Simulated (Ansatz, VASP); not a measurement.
**Mg2CdS3: VASP beside Ansatz**

```xyz
6
Lattice="3.7783 0.0000 0.0000 -1.8891 3.2721 0.0000 0.0000 0.0000 9.2173" Properties=species:S:1:pos:R:3 pbc="T T T"
Mg    0.0000    2.1814    6.1000
Mg    1.8891    1.0907    3.1172
Cd    0.0000    0.0000    0.0000
S     1.8891    1.0907    7.5725
S     0.0000    2.1814    1.6447
S     0.0000    0.0000    4.6086
```

Alike in both runs: task relaxation of cell and atoms; functional PBE; k mesh 12 × 12 × 4; occupations gaussian, width 0.02 eV; no spin polarisation.

```csv
,VASP,Ansatz
version,VASP 6.6.1,Ansatz 0.2.0
potentials or method,"VASP PAW PBE potentials, release 64 (Mg, Cd, S), cutoff 600 eV","scalar-relativistic, plane waves, PAW"
valence electrons in the cell,34,58
```

VASP gave:

| Property | Result |
| --- | --- |
| gap on the k mesh at the Fermi level, each at its own relaxed structure (eV) | 1.68 |
| relaxed volume (Å³/atom) | 18.87 |
| relaxed cell length with the largest relative difference (Å) | 3.763 |

Question: What did Ansatz give for the same quantities?

Answer: gap on the k mesh at the Fermi level, each at its own relaxed structure (eV): 1.69; relaxed volume (Å³/atom): 18.88; relaxed cell length with the largest relative difference (Å): 3.764.

VASP's potentials hold 34 valence electrons a cell and Ansatz's 58, so a difference there can come from the potentials and not from the codes.
